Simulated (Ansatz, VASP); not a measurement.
# InP in VASP and in Ansatz

File INCAR:

```
PREC     = Accurate       # precision mode
ENCUT    = 520            # plane-wave cutoff, eV
EDIFF    = 1E-7           # SCF threshold, eV
ISMEAR   = 0              # smearing method
SIGMA    = 0.05           # smearing width, eV
LREAL    = False          # projectors in reciprocal space
LASPH    = True           # aspherical terms in the spheres
NELM     = 60             # most SCF steps
ALGO     = Normal         # electronic algorithm
ISIF     = 2              # what is computed and relaxed
LWAVE    = False          # write WAVECAR
LCHARG   = True           # write CHGCAR
GGA      = PE             # functional
LELF     = True           # ELF
LVHAR    = True         
NBANDS   = 16             # bands
```

File KPOINTS:

```
Automatic mesh
0
Gamma
  10 10 10
```

The input POSCAR:

```
InP
1.0
    0.0000000000      2.9800342037      2.9800342037
    2.9800342037      0.0000000000      2.9800342037
    2.9800342037      2.9800342037      0.0000000000
In P
1 1
Direct
    0.0000000000      0.0000000000      0.0000000000
    0.7500000000      0.7500000000      0.7500000000
```

Input for Ansatz:

```yaml
crystal:
  lattice:
    - [0.0, 2.9800342035, 2.9800342035]
    - [2.9800342035, 0.0, 2.9800342035]
    - [2.9800342035, 2.9800342035, 0.0]
  atoms:
    - { symbol: In, position: [0.0, 0.0, 0.0] }
    - { symbol: P, position: [0.75, 0.75, 0.75] }
basis:
  ecutwfc: 420
kpoints:
  mp_grid: { grid: [10, 10, 10] }
hamiltonian:
  xc: pbe
scf:
  occupations: { method: gaussian, width: 0.05 }
output:
  forces: true
  stress: true
  eigenvalues: true
  write_density: true
  write_potential: true
  elf: true
  volumetric_format: npy
```

Alike in both runs: task single point; functional PBE; k mesh 10 × 10 × 10; occupations gaussian, width 0.05 eV; no spin polarisation.

```csv
,VASP,Ansatz
version,VASP 6.6.1,Ansatz 0.2.0
potentials or method,"VASP PAW PBE potentials, release 64 (In_d, P), cutoff 520 eV","scalar-relativistic, plane waves, PAW"
valence electrons in the cell,18,18
```

Ansatz gave:

- gap on the k mesh at the Fermi level (eV): 0.44
- least direct gap on the mesh (eV): 0.44
- pressure (GPa): 0.0

Q: What did VASP give for the same quantities?

A: gap on the k mesh at the Fermi level (eV): 0.44; least direct gap on the mesh (eV): 0.44; pressure (GPa): -0.1.
